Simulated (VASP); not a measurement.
Write the native input for VASP 6.6.1 that does the following.

| Quantity | Value |
| --- | --- |
| Task | single point |
| Functional | PBEsol |
| Potentials or basis | VASP PAW PBE potentials, release 64 (Ta_pv, N) |
| Cutoff | 520 eV |
| k mesh | 12 × 12 × 10 |
| Occupations | fermi-dirac, width 0.1 eV |
| Spin | no spin polarisation |
| Dipole correction | no |
| Further INCAR settings | ALGO = Normal; EDIFF = 1e-07; NBANDS = 15 |

The structure of TaN lies in POSCAR:

```
TaN
1.0
    2.9380000000      0.0000000000      0.0000000000
   -1.4690000000      2.5443826363      0.0000000000
    0.0000000000      0.0000000000      2.8830000000
Ta N
1 1
Direct
    0.3333333333      0.6666666667      0.5000000000
    0.0000000000      0.0000000000      0.0000000000
```

These files were run (other wordings do the same):

INCAR

```
PREC = Accurate
ENCUT = 520
EDIFF = 1E-7
ISMEAR = -1
SIGMA = 0.1
LREAL = False
LASPH = True
NELM = 80
ALGO = Normal
ISIF = 2
LWAVE = False
LCHARG = False
GGA = PS
NBANDS = 15
```

KPOINTS

```
Automatic mesh
0
Gamma
  12 12 10
```

Potentials or basis: VASP PAW PBE potentials, release 64 (Ta_pv, N).

Run with:

```sh
$ cat potpaw_PBE.64/Ta_pv/POTCAR potpaw_PBE.64/N/POTCAR > POTCAR
$ mpirun -np 1 vasp_std > vasp.out
```

It gave:

```json
{"Pressure": "-4.1 GPa", "Band gap on the k mesh": "zero (bands 8 and 9 overlap by 0.50 eV)"}
```

Caveat: the cell stands under tension; the PAW data sets were made with another functional, which shifts forces and pressure a little; spin-orbit coupling is left out, which moves the levels of the heavy elements.

It took 31 s on 1 thread of Intel Xeon 8259CL, on a shared host, peak memory 0.16 GiB.
